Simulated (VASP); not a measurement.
# Al4As3 (P1) in VASP: single point with PBE

Aim: the single point of Al4As3 with PBE.

Everything below comes from runs of VASP 6.6.1. Logs are shortened: lines on timing, memory, paths and dates and some standing lists are left out, and cuts for length are marked.

## 1. The cell of the first run

The typed cell holds 14 atoms: a = 7.984 Å, b = 7.939 Å, c = 7.987 Å, α = 56.85°, β = 59.98°, γ = 56.71°.

## 2. Single point, PBE (atoms taken out)

File INCAR:

```
SYSTEM = Al4As3
ALGO = Normal
EDIFF = 1E-6
ENCUT = 500
GGA = PE
GGA_COMPAT = .FALSE.
ISIF = 2
ISMEAR = 0
LASPH = .TRUE.
LCHARG = .FALSE.
LREAL = .FALSE.
LWAVE = .FALSE.
NBANDS = 40
NELM = 120
PREC = Accurate
SIGMA = 0.1
```

File KPOINTS:

```
k-points
0
G
  5 5 5
  0 0 0
```

File POSCAR:

```
Al4As3
1.0
    5.7756470000     -5.5105710000      0.1333290000
    5.6149820000     -0.2931680000      5.6043820000
    0.1254040000     -5.5183950000      5.7731820000
Al As
8 6
Direct
    0.0421461087      0.4488012646      0.9846322830
    0.9469028023      0.5935992952      0.4455061531
    0.9871445145      0.9503731280      0.0376704669
    0.0529336742      0.0267861574      0.5503455811
    0.5524142411      0.5266350840      0.0498420869
    0.4871035978      0.4499537887      0.5384014323
    0.4469060617      0.0944195111      0.9455070713
    0.5413879627      0.9492168675      0.4846581136
    0.3527247758      0.3575848368      0.3874144334
    0.3641460457      0.8917412470      0.8611649636
    0.3909678585      0.8573799208      0.3497138058
    0.8909141362      0.3576305636      0.8496075133
    0.8640389300      0.3911799444      0.3610688448
    0.8528382023      0.8573636320      0.8874734751
```

Potentials or basis: VASP PAW PBE potentials, release 64 (Al, As).

Command:

```console
$ cat potpaw_PBE.64/Al/POTCAR potpaw_PBE.64/As/POTCAR > POTCAR
$ mpirun -np 1 vasp_std > vasp.out
```

OUTCAR:

```text
SYSTEM = Al4As3
   EDIFF = 1E-6
   ENCUT = 500
   GGA = PE
   ISIF = 2
   ISMEAR = 0
   LASPH = .TRUE.
   LREAL = .FALSE.
   NELM = 120
   PREC = Accurate

 ion  position               nearest neighbor table
   1  0.042  0.449  0.985-  13 2.49  12 2.50  14 2.54   7 2.90
   2  0.947  0.594  0.446-  13 2.50  12 2.64   9 2.65   8 2.91   3 2.93
   3  0.987  0.950  0.038-  10 2.49  14 2.50  12 2.53   2 2.93
   4  0.053  0.027  0.550-  13 2.37  11 2.39  14 2.39
   5  0.552  0.527  0.050-  10 2.37   9 2.39  12 2.39
   6  0.487  0.450  0.538-  13 2.49   9 2.50  11 2.53   7 2.92
   7  0.447  0.094  0.946-  10 2.51  11 2.65  14 2.65   1 2.90   6 2.92
   8  0.541  0.949  0.485-  10 2.49  11 2.50   9 2.54   2 2.91
   9  0.353  0.358  0.387-   5 2.39   6 2.50   8 2.54   2 2.65
  10  0.364  0.892  0.861-   5 2.37   3 2.49   8 2.49   7 2.51
  11  0.391  0.857  0.350-   4 2.39   8 2.50   6 2.53   7 2.65
  12  0.891  0.358  0.850-   5 2.39   1 2.50   3 2.53   2 2.64
  13  0.864  0.391  0.361-   4 2.37   6 2.49   1 2.49   2 2.50
  14  0.853  0.857  0.887-   4 2.39   3 2.50   1 2.54   7 2.65

  LATTYP: Found a triclinic cell.
 ALAT       =    13.3109733097
 B/A-ratio  =     0.5964031900
 C/A-ratio  =     0.5997540879
 COS(alpha) =     0.0018276040
 COS(beta)  =     0.3023194410
 COS(gamma) =     0.8646484687

  Lattice vectors:

 A1 = (  11.1045600000,   4.9320590000,   5.4355820000)
 A2 = (   5.6149820000,  -0.2931680000,   5.6043820000)
 A3 = (   5.6502430000,   0.0078240000,  -5.6398530000)

Analysis of symmetry for initial positions (statically):
=====================================================================
 Subroutine PRICEL returns:
 Original cell was already a primitive cell.

 Routine SETGRP: Setting up the symmetry group for a
 triclinic supercell.

 Subroutine GETGRP returns: Found  1 space group operations
 (whereof  1 operations were pure point group operations)
 out of a pool of  2 trial point group operations.

The static configuration has the point symmetry C_1 .

Analysis of symmetry for dynamics (positions and initial velocities):
=====================================================================
 Subroutine PRICEL returns:
 Original cell was already a primitive cell.

 Routine SETGRP: Setting up the symmetry group for a
 triclinic supercell.

 Subroutine GETGRP returns: Found  1 space group operations
 (whereof  1 operations were pure point group operations)
 out of a pool of  2 trial point group operations.

The dynamic configuration has the point symmetry C_1 .

 Subroutine INISYM returns: Found  1 space group operations
 (whereof  1 operations are pure point group operations),
 and found     1 'primitive' translations

----------------------------------------------------------------------------------------

                                     Primitive cell

  volume of cell :     339.4823

  direct lattice vectors                    reciprocal lattice vectors
     5.775647000 -5.510571000  0.133329000     0.086115478 -0.093417242 -0.091165057
     5.614982000 -0.293168000  5.604382000     0.091544585  0.098170480  0.091849422
     0.125404000 -5.518395000  5.773182000    -0.090856743 -0.093142680  0.086156248

  length of vectors
     7.983875477  7.938706944  7.987367523     0.156376866  0.162647381  0.156055778

  position of ions in fractional coordinates (direct lattice)
     0.042146109  0.448801265  0.984632283
     0.946902802  0.593599295  0.445506153
     0.987144515  0.950373128  0.037670467
     0.052933674  0.026786157  0.550345581
     0.552414241  0.526635084  0.049842087
     0.487103598  0.449953789  0.538401432
     0.446906062  0.094419511  0.945507071
     0.541387963  0.949216867  0.484658114
     0.352724776  0.357584837  0.387414433
     0.364146046  0.891741247  0.861164964
     0.390967858  0.857379921  0.349713806
     0.890914136  0.357630564  0.849607513
     0.864038930  0.391179944  0.361068845
     0.852838202  0.857363632  0.887473475

  ion indices of the primitive-cell ions
   primitive index   ion index
                 1           1
                 2           2
                 3           3
                 4           4
                 5           5
                 6           6
                 7           7
                 8           8
                 9           9
                10          10
                11          11
                12          12
                13          13
                14          14

----------------------------------------------------------------------------------------

 KPOINTS: k-points

Automatic generation of k-mesh.
 Grid dimensions read from file:
 generate k-points for:    5    5    5

 Generating k-lattice:

  Cartesian coordinates                     Fractional coordinates (reciprocal lattice)
     0.017223096 -0.018683448 -0.018233011     0.200000000  0.000000000  0.000000000
     0.018308917  0.019634096  0.018369884     0.000000000  0.200000000  0.000000000
    -0.018171349 -0.018628536  0.017231250    -0.000000000 -0.000000000  0.200000000

  Length of vectors
     0.031275373  0.032529476  0.031211156

  Shift w.r.t. Gamma in fractional coordinates (k-lattice)
     0.000000000  0.000000000  0.000000000

 Subroutine IBZKPT returns following result:
 ===========================================

 Found     63 irreducible k-points:

 Following reciprocal coordinates:
            Coordinates               Weight
  0.000000  0.000000  0.000000      1.000000
  0.200000  0.000000 -0.000000      2.000000
  0.400000 -0.000000 -0.000000      2.000000
  0.000000  0.200000  0.000000      2.000000
  0.200000  0.200000  0.000000      2.000000
  0.400000  0.200000 -0.000000      2.000000
[... 16 lines left out ...]
 -0.200000  0.200000  0.200000      2.000000
 -0.000000  0.400000  0.200000      2.000000
 [... further k-points ...]
   k-points           NKPTS =     63   k-points in BZ     NKDIM =     63   number of bands    NBANDS=     40
   number of dos      NEDOS =    301   number of ions     NIONS =     14
   total plane-waves  NPLWV = 216000
   dimension x,y,z NGX =    60 NGY =   60 NGZ =   60
   dimension x,y,z NGXF=   120 NGYF=  120 NGZF=  120
   ions per type =               8   6
   NGX,Y,Z   is equivalent  to a cutoff of  12.49, 12.56, 12.49 a.u.
   NGXF,Y,Z  is equivalent  to a cutoff of  24.99, 25.13, 24.98 a.u.
 SYSTEM =  Al4As3
   PREC   = accura    normal or accurate (medium, high low for compatibility)
   ISTART =      0    job   : 0-new  1-cont  2-samecut
   ICHARG =      2    charge: 1-file 2-atom 10-const
   ISPIN  =      1    spin polarized calculation?
   LNONCOLLINEAR =      F non collinear calculations
   LSORBIT =      F    spin-orbit coupling
   LASPH  =      T    aspherical Exc in radial PAW
   ENCUT  =  500.0 eV  36.75 Ry    6.06 a.u.  14.56 14.47 14.56*2*pi/ulx,y,z
   NELM   =    120;   NELMIN=  2; NELMDL= -5     # of ELM steps
   EDIFF  = 0.1E-05   stopping-criterion for ELM
   LREAL  =      F    real-space projection
   EDIFFG = 0.1E-04   stopping-criterion for IOM
   NSW    =      0    number of steps for IOM
   IBRION =     -1    ionic relax: 0-MD 1-quasi-New 2-CG
   NFREE  =      0    steps in history (QN), initial steepest desc. (CG)
   ISIF   =      2    stress and relaxation
   ISYM   =      2    0-nonsym 1-usesym 2-fastsym
   POTIM  = 0.5000    time-step for ionic-motion
   TEBEG  =    0.0;   TEEND  =   0.0 temperature during run
   PSTRESS=    0.0 pullay stress
   NELECT =      54.0000    total number of electrons
   NUPDOWN=      -1.0000    fix difference up-down
   EMIN   =  10.00;   EMAX   =-10.00  energy-range for DOS
   EFERMI =   0.00;   METHOD = LEGACY
   ISMEAR =     0;   SIGMA  =   0.10  broadening in eV -4-tet -1-fermi 0-gaus
   EFERMI_NEDOS =   21; number of points for ismear=-14 and -15
   IALGO  =     38    algorithm
   IMIX   =      4    mixing-type and parameters
     AMIX     =   0.40;   BMIX     =  1.00
     AMIX_MAG =   1.60;   BMIX_MAG =  1.00
  volume/ion in A,a.u.               =      24.25       163.64
  Fermi-wavevector in a.u.,A,eV,Ry     =   0.887021  1.676226 10.705139  0.786806
  Thomas-Fermi vector in A             =   2.008264
   LORBIT       =      0    0 simple, 1 ext, 2 COOP (PROOUT), +10 PAW based schemes
   GGA     = PE    functional components
   LHFCALC =     F    Hartree Fock is set to
   AEXX    =    0.0000 exact exchange contribution
   IVDW    =     0    specifies the selected vdW correction
   LEPSILON=     F    determine dielectric tensor
   LRPA    =     F    only Hartree local field effects (RPA)
 non-spin polarized calculation
 Gauss-broadening in eV      SIGMA  =   0.10
  energy-cutoff  :      500.00
  volume of cell :      339.48
 maximum number of plane-waves:      8667
 NGX is ok and might be reduce to    60
   NGX = 29   NGY = 29   NGZ = 29

 number of electron      54.0000000 magnetization

 Free energy of the ion-electron system (eV)
  ---------------------------------------------------
  ext. energy  EPLUGINS =         0.00000000
  ---------------------------------------------------
  free energy    TOTEN  =       -59.27423583 eV

  energy without entropy =      -59.25606830  energy(sigma->0) =      -59.26515206

 E-fermi :   4.2089     XC(G=0):  -8.8028

 val. band max:        4.2042424268   @ k =   0.4000  -0.0000   0.2000
 cond. band min:       4.2132753558   @ k =  -0.0000   0.4000   0.2000
 fundamental gap:      0.0090329290
 Fermi energy:         4.2088578970

 k-point     1 :       0.0000    0.0000    0.0000
  band No.  band energies     occupation
      1      -8.2079      2.00000
      2      -7.1066      2.00000
      3      -6.9269      2.00000
      4      -6.7923      2.00000
      5      -6.3746      2.00000
      6      -6.2780      2.00000
[... 31 lines left out ...]
     38       7.2548      0.00000
     39       7.4410      0.00000
[... 964 lines left out ...]
     38       7.4467      0.00000
     39       7.8658      0.00000

 [... further k-points ...]

 [bands above 39 left out]

------------------------ aborting loop because EDIFF is reached ----------------------------------------

  FORCE on cell =-STRESS in cart. coord.  units (eV):
  Direction    XX          YY          ZZ          XY          YZ          ZX
  --------------------------------------------------------------------------------------
  -------------------------------------------------------------------------------------
  Total       -0.1503515      0.4742198     -0.0433581      0.1815176      0.3236125      0.8828840
  in kB       -0.7095797      2.2380670     -0.2046275      0.8566675      1.5272804      4.1667464
  external PRESSURE =       0.4412866 kB  Pullay stress =       0.0000000 kB

 VOLUME and BASIS-vectors are now :
 -----------------------------------------------------------------------------
  energy-cutoff  :      500.00
  volume of cell :      339.48
      direct lattice vectors                 reciprocal lattice vectors
     5.775647000 -5.510571000  0.133329000     0.086115478 -0.093417242 -0.091165057
     5.614982000 -0.293168000  5.604382000     0.091544585  0.098170480  0.091849422
     0.125404000 -5.518395000  5.773182000    -0.090856743 -0.093142680  0.086156248

 POSITION                                       TOTAL-FORCE (eV/Angst)
 -----------------------------------------------------------------------------------
      2.88691     -5.79741      8.20533         0.118277      0.043120     -0.030141
      8.85789     -7.85048      6.02499         0.068811     -0.073298      0.045327
     11.04245     -5.92623      5.67535        -0.056812      0.022981      0.108629
      0.52515     -3.33657      3.33442        -0.050852      0.025885     -0.055266
      6.15385     -3.47356      3.31286        -0.045224      0.026225     -0.050116
      5.40734     -5.78724      5.69495        -0.050823      0.033559      0.106513
      3.22991     -7.70807      6.04733         0.063566     -0.083096      0.039617
      8.51748     -5.93617      8.18998         0.121110      0.031372     -0.036819
      4.09363     -4.18645      4.28768        -0.027964     -0.010962      0.001304
      7.21828     -7.02033     10.01787        -0.048908     -0.000117     -0.049745
      7.11612     -4.33567      6.87617        -0.010675     -0.001250     -0.017172
      7.26024     -9.70276      7.02802        -0.008615     -0.001722     -0.016658
      7.23213     -6.86855      4.39204        -0.043593     -0.001385     -0.044773
      9.85107     -9.84841     10.04225        -0.028297     -0.011313     -0.000700
 -----------------------------------------------------------------------------------
    total drift:                               -0.000112      0.001086     -0.000062

  FREE ENERGIE OF THE ION-ELECTRON SYSTEM (eV)
  ---------------------------------------------------
  free  energy   TOTEN  =       -59.2742358273 eV

  energy  without entropy=      -59.2560682980  energy(sigma->0) =      -59.26515206
```

Wall time 18 min (1 thread of AMD EPYC 9R14 (Zen 4), shared host); peak memory 0.82 GiB.

Results:

- Free energy: -59.2742 eV
- Pressure: 0.0 GPa
- Largest force: 0.130 eV/Å
- Band gap on the k mesh: zero (bands 27 and 28 overlap by 1.35 eV)

Forces in eV/Å, atoms in the order of the input:
```
Al   0.118  0.043 -0.030
Al   0.069 -0.073  0.045
Al  -0.057  0.023  0.109
Al  -0.051  0.026 -0.055
Al  -0.045  0.026 -0.050
Al  -0.051  0.034  0.107
Al   0.064 -0.083  0.040
Al   0.121  0.031 -0.037
As  -0.028 -0.011  0.001
As  -0.049  0.000 -0.050
As  -0.011 -0.001 -0.017
As  -0.009 -0.002 -0.017
As  -0.044 -0.001 -0.045
As  -0.028 -0.011 -0.001
```

Caveat: the cell differs from its parent crystal (atoms taken out).
